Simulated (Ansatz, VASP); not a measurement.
**CaO in VASP and in Ansatz**

```
CELL_PARAMETERS angstrom
0.00000 2.38358 2.38358
2.38358 0.00000 2.38358
2.38358 2.38358 0.00000
ATOMIC_POSITIONS crystal
Ca 0.00210 0.00210 0.00210
O 0.50000 0.50000 0.50000
```

Change from the starting cell: atom 1 moved by [0.01, 0.01, 0.01] A.

Alike in both runs: task single point; functional PBEsol; k mesh 10 × 10 × 10; no spin polarisation.

|  | VASP | Ansatz |
| --- | --- | --- |
| version | VASP 6.6.1 | Ansatz 0.2.0 |
| potentials or method | VASP PAW PBE potentials, release 64 (Ca_sv, O), cutoff 520 eV | all-electron LAPW, scalar-relativistic |
| occupations | gaussian, width 0.01 eV | fixed |

```tsv
	VASP	Ansatz	Ansatz less VASP
gap on the k mesh at the Fermi level (eV)	3.52	3.54	+0.019
pressure (GPa)	0.6	0.0	-0.61
rms of the force components (eV/Å)	0.033	0.031	-0.0016
```

VASP's potentials were made for PBE, not for PBEsol. Atom by atom the forces differ by 0.002 eV/Å (rms over components). Ansatz ran all-electron here, and VASP with PAW potentials.
